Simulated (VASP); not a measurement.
# NaH (P4/mmm) in VASP: further runs, part 2 of 2

VASP 6.6.1.

## 4. Single point, LDA (strain +0.0100 x Voigt [0, 0, 1, 0, 0, 0])

Input file INCAR:

```
PREC = Accurate
ENCUT = 520
EDIFF = 1E-7
ISMEAR = 0
SIGMA = 0.05
LREAL = False
LASPH = True
NELM = 100
ALGO = Normal
ISIF = 2
LWAVE = False
LCHARG = False
NBANDS = 11
```

Input file KPOINTS:

```
Automatic mesh
0
Gamma
  12 12 12
```

Input file POSCAR:

```
NaH
1.0
    2.9551240000      0.0000000000      0.0000000000
    0.0000000000      2.9551240000      0.0000000000
    0.0000000000      0.0000000000      2.9846752400
Na H
1 1
Direct
    0.0000000000      0.0000000000      0.0000000000
    0.5000000000      0.5000000000      0.5000000000
```

Run with:

```console
> cat potpaw_LDA.64/Na_pv/POTCAR potpaw_LDA.64/H/POTCAR > POTCAR
> mpirun -np 1 vasp_std > vasp.out
```

Run time: 34 s. Hardware: 1 thread of Intel Xeon 8259CL, shared host; peak memory 0.16 GiB.

It converged, with:

```
Free energy            : -5.0899 eV
Pressure               : -2.3 GPa
Band gap on the k mesh : 0.52 eV (least direct gap 4.10 eV)
```

Stress tensor (GPa, compression positive):
```
-1.92  0.00  0.00
 0.00 -1.92  0.00
 0.00  0.00 -3.01
```

Levels at points of the mesh, in eV from the valence-band top:
```tsv
k point	band 1	band 2	band 3	band 4	band 5	band 6	band 7	band 8	band 9
(0.00, 0.00, 0.00)	-24.69	-24.69	-24.69	-6.13	8.40	10.35	10.51	11.79	12.12
(0.50, 0.00, 0.00)	-24.87	-24.67	-24.67	-3.52	0.62	10.50	13.55	13.87	14.19
(0.50, 0.50, 0.00)	-24.84	-24.84	-24.66	-1.76	3.88	3.88	6.32	14.19	17.83
(0.00, 0.00, 0.50)	-24.86	-24.67	-24.67	-3.58	0.52	10.59	13.57	14.14	14.14
(0.50, 0.00, 0.50)	-24.84	-24.83	-24.66	-1.82	3.79	3.81	6.22	14.42	18.04
(0.50, 0.50, 0.50)	-24.82	-24.82	-24.80	0.00	6.48	6.52	6.52	8.52	8.52
```

Caveat: the cell differs from its parent crystal (strain +0.0100 x Voigt [0, 0, 1, 0, 0, 0]). A k mesh can miss the band edges.

## 5. Single point, LDA (strain +0.0200 x Voigt [0, 0, 1, 0, 0, 0])

Input file INCAR:

```
SYSTEM = NaH
PREC     = Accurate       ! precision mode
ENCUT    = 520            ! plane-wave cutoff, eV
EDIFF    = 1E-7           ! SCF threshold, eV
ISMEAR   = 0              ! smearing method
SIGMA    = 0.05           ! smearing width, eV
LREAL    = .False.        ! projectors in reciprocal space
LASPH    = .True.         ! aspherical terms in the spheres
NELM     = 60             ! most SCF steps
ALGO     = Normal         ! electronic algorithm
ISIF     = 2              ! what is computed and relaxed
LWAVE    = .False.        ! write WAVECAR
LCHARG   = .False.        ! write CHGCAR
NBANDS   = 11             ! bands
```

Input file KPOINTS:

```
regular mesh
0
Gamma
  12 12 12
  0 0 0
```

POSCAR: that of step 4 with these lines changed.

```diff
@@ -4,3 +4,3 @@
     0.0000000000      2.9551240000      0.0000000000
-    0.0000000000      0.0000000000      2.9846752400
+    0.0000000000      0.0000000000      3.0142264800
 Na H
```

Run with:

```console
> cat potpaw_LDA.64/Na_pv/POTCAR potpaw_LDA.64/H/POTCAR > POTCAR
> mpirun -np 1 vasp_std > vasp.out
```

Wall time 35 s (1 thread of Intel Xeon 8259CL, shared host); peak memory 0.16 GiB.

It converged, with:

| Item | Value |
| --- | --- |
| Free energy | -5.0844 eV |
| Pressure | -2.5 GPa |
| Band gap on the k mesh | 0.46 eV (least direct gap 4.05 eV) |

Stress tensor (GPa, compression positive):
```
-1.75  0.00  0.00
 0.00 -1.75  0.00
 0.00  0.00 -3.90
```

Levels at points of the mesh, in eV from the valence-band top:
| k point | band 1 | band 2 | band 3 | band 4 | band 5 | band 6 | band 7 | band 8 | band 9 |
| --- | --- | --- | --- | --- | --- | --- | --- | --- | --- |
| (0.00, 0.00, 0.00) | -24.69 | -24.69 | -24.69 | -6.08 | 8.29 | 10.26 | 10.56 | 11.50 | 12.16 |
| (0.50, 0.00, 0.00) | -24.87 | -24.67 | -24.67 | -3.47 | 0.65 | 10.38 | 13.49 | 13.62 | 14.24 |
| (0.50, 0.50, 0.00) | -24.84 | -24.84 | -24.66 | -1.71 | 3.92 | 3.92 | 6.33 | 13.96 | 17.59 |
| (0.00, 0.00, 0.50) | -24.85 | -24.68 | -24.68 | -3.59 | 0.46 | 10.57 | 13.52 | 14.15 | 14.15 |
| (0.50, 0.00, 0.50) | -24.85 | -24.82 | -24.66 | -1.82 | 3.74 | 3.79 | 6.15 | 14.41 | 18.00 |
| (0.50, 0.50, 0.50) | -24.82 | -24.82 | -24.79 | 0.00 | 6.44 | 6.52 | 6.52 | 8.46 | 8.46 |

Caveat: the cell differs from its parent crystal (strain +0.0200 x Voigt [0, 0, 1, 0, 0, 0]). A k mesh can miss the band edges.

## 6. Single point, LDA (strain +0.0175 x Voigt [0, 0, 1, 0, 0, 0])

Input file INCAR:

```
SYSTEM = NaH
PREC     = Accurate       ! precision mode
ENCUT    = 520            ! plane-wave cutoff, eV
EDIFF    = 1E-6           ! SCF threshold, eV
ISMEAR   = 0              ! smearing method
SIGMA    = 0.05           ! smearing width, eV
LREAL    = .FALSE.        ! projectors in reciprocal space
LASPH    = .TRUE.         ! aspherical terms in the spheres
NELM     = 80             ! most SCF steps
ALGO     = Normal         ! electronic algorithm
ISIF     = 2              ! what is computed and relaxed
LWAVE    = .FALSE.        ! write WAVECAR
LCHARG   = .TRUE.         ! write CHGCAR
LELF     = .TRUE.         ! ELF
LVHAR    = .TRUE.       
NBANDS   = 11             ! bands
```

Input file KPOINTS:

```
regular mesh
0
G
  12 12 12
  0 0 0
```

POSCAR: that of step 5 with these lines changed.

```diff
@@ -4,3 +4,3 @@
     0.0000000000      2.9551240000      0.0000000000
-    0.0000000000      0.0000000000      3.0142264800
+    0.0000000000      0.0000000000      3.0068386700
 Na H
```

Potentials or basis: VASP PAW LDA potentials, release 64 (Na_pv, H).

Run with:

```console
> cat potpaw_LDA.64/Na_pv/POTCAR potpaw_LDA.64/H/POTCAR > POTCAR
> mpirun -np 1 vasp_std > vasp.out
```

OUTCAR:

```text
SYSTEM = NaH
   PREC = Accurate
   ENCUT = 520
   EDIFF = 1E-6
   ISMEAR = 0
   LREAL = .FALSE.
   LASPH = .TRUE.
   NELM = 80
   ISIF = 2

 ion  position               nearest neighbor table
   1  0.000  0.000  0.000-
   2  0.500  0.500  0.500-

  LATTYP: Found a simple tetragonal cell.
 ALAT       =     2.9551240000
 C/A-ratio  =     1.0175000000

  Lattice vectors:

 A1 = (   2.9551240000,   0.0000000000,   0.0000000000)
 A2 = (   0.0000000000,   2.9551240000,   0.0000000000)
 A3 = (   0.0000000000,   0.0000000000,   3.0068386700)

Analysis of symmetry for initial positions (statically):
=====================================================================
 Subroutine PRICEL returns:
 Original cell was already a primitive cell.

 Routine SETGRP: Setting up the symmetry group for a
 simple tetragonal supercell.

 Subroutine GETGRP returns: Found 16 space group operations
 (whereof 16 operations were pure point group operations)
 out of a pool of 16 trial point group operations.

The static configuration has the point symmetry D_4h.

Analysis of symmetry for dynamics (positions and initial velocities):
=====================================================================
[... 173 lines left out ...]
      6      11.4800      0.00000
      7      11.7462      0.00000
      8      12.7736      0.00000
      9      13.3471      0.00000
     10      13.3471      0.00000
     11      25.9183      0.00000
[... 309 lines left out ...]
 k-point    24 :       0.4167    0.3333    0.0000
  band No.  band energies     occupation
      1     -23.6383      2.00000
      2     -23.6019      2.00000
      3     -23.4646      2.00000
      4      -1.3646      2.00000
      5       4.1177      0.00000
      6       6.2050      0.00000
      7      10.1259      0.00000
      8      14.6556      0.00000
      9      16.3164      0.00000
     10      19.0793      0.00000
     11      20.2313      0.00000

 [... further k-points ...]

------------------------ aborting loop because EDIFF is reached ----------------------------------------

  FORCE on cell =-STRESS in cart. coord.  units (eV):
  Direction    XX          YY          ZZ          XY          YZ          ZX
  --------------------------------------------------------------------------------------
  -------------------------------------------------------------------------------------
  Total       -0.2947613     -0.2947613     -0.6032481      0.0000000     -0.0000000     -0.0000000
  in kB      -17.9853727    -17.9853727    -36.8082376      0.0000000     -0.0000000     -0.0000000
  external PRESSURE =     -24.2596610 kB  Pullay stress =       0.0000000 kB

 VOLUME and BASIS-vectors are now :
 -----------------------------------------------------------------------------
  energy-cutoff  :      520.00
  volume of cell :       26.26
      direct lattice vectors                 reciprocal lattice vectors
     2.955124000  0.000000000  0.000000000     0.338395275  0.000000000  0.000000000
     0.000000000  2.955124000  0.000000000     0.000000000  0.338395275  0.000000000
     0.000000000  0.000000000  3.006838670     0.000000000  0.000000000  0.332575209

 POSITION                                       TOTAL-FORCE (eV/Angst)
 -----------------------------------------------------------------------------------
      0.00000      0.00000      0.00000         0.000000      0.000000      0.000000
      1.47756      1.47756      1.50342         0.000000      0.000000      0.000000
 -----------------------------------------------------------------------------------
    total drift:                                0.000000      0.000000      0.000000

  FREE ENERGIE OF THE ION-ELECTRON SYSTEM (eV)
  ---------------------------------------------------
  free  energy   TOTEN  =        -5.0859016018 eV

  energy  without entropy=       -5.0859016018  energy(sigma->0) =       -5.08590160
```

stdout:

```text
POSCAR found type information on POSCAR NaH
 POSCAR found :  2 types and       2 ions
 scaLAPACK will be used
 LDA part: xc-table for (Slater(with rela. corr.)+CA(PZ))
 , standard interpolation
 POSCAR, INCAR and KPOINTS ok, starting setup
 FFT: planning ... GRIDC
 FFT: planning ... GRID_SOFT
 FFT: planning ... GRID
 WAVECAR not read
 entering main loop
```

It took 32 s on 1 thread of Intel Xeon 8259CL, shared host; peak memory 0.16 GiB.

What came out:

```
Free energy            : -5.0859 eV
Pressure               : -2.4 GPa
Band gap on the k mesh : 0.48 eV (least direct gap 4.06 eV)
```

Caveat: the cell differs from its parent crystal (strain +0.0175 x Voigt [0, 0, 1, 0, 0, 0]). A k mesh can miss the band edges.

## 7. Overview

| cell | gap on the mesh (eV) | pressure (GPa) |
| --- | --- | --- |
| a = 2.955, b = 2.955, c = 2.999 Å, 2 atoms | 0.49 | -2.4 |
| a = 2.955, b = 2.955, c = 2.970 Å, 2 atoms | 0.55 | -2.2 |
| a = 2.955, b = 2.955, c = 2.985 Å, 2 atoms | 0.52 | -2.3 |
| a = 2.955, b = 2.955, c = 3.014 Å, 2 atoms | 0.46 | -2.5 |
| a = 2.955, b = 2.955, c = 3.007 Å, 2 atoms | 0.48 | -2.4 |

Alike in all rows: task single point; level LDA; potentials or basis VASP PAW LDA potentials, release 64 (Na_pv, H); no spin polarisation; k mesh 12 × 12 × 12; cutoff (eV) 520; smearing gaussian 0.05 eV.

Absolute energies hang on the potentials; compare differences alone.
